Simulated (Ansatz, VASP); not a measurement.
Mg2SiN2: VASP beside Ansatz

```
Mg Si N
1.0
    -1.87352    1.87352    4.83982
     1.87352   -1.87352    4.83982
     1.87352    1.87352   -4.83982
Mg Si N
2 1 2
Direct
  0.75000 0.25000 0.50000
  0.25000 0.75000 0.50000
  0.50000 0.50000 0.00000
  0.15688 0.15688 0.00000
  0.84312 0.84312 0.00000
```

Change from the starting cell: species swapped into the Pb2ClO2 type (I4/mmm, No. 139).

Alike in both runs: functional PBE; k mesh 8 × 8 × 8; occupations gaussian, width 0.1 eV; no spin polarisation.

Ansatz relaxed the structure, and its values are those at the end. VASP's run is a single point on that final structure, the one shown.

|  | VASP | Ansatz |
| --- | --- | --- |
| version | VASP 6.6.1 | Ansatz 0.2.0 |
| potentials or method | VASP PAW PBE potentials, release 64 (Mg, Si, N), cutoff 520 eV | scalar-relativistic, plane waves, PAW |
| valence electrons in the cell | 18 | 34 |

Ansatz gave:

| Quantity | Value |
| --- | --- |
| gap on the k mesh at the Fermi level (eV) | none |
| pressure (GPa) | 0.1 |
| rms of the force components (eV/Å) | 0.002 |

Problem. Which values does VASP return?

Solution. gap on the k mesh at the Fermi level (eV): none; pressure (GPa): 0.0; rms of the force components (eV/Å): 0.006.

A gap of «none» marks a metal or a gap that the smearing closes. VASP's potentials hold 18 valence electrons a cell and Ansatz's 34, so a difference there can come from the potentials and not from the codes.
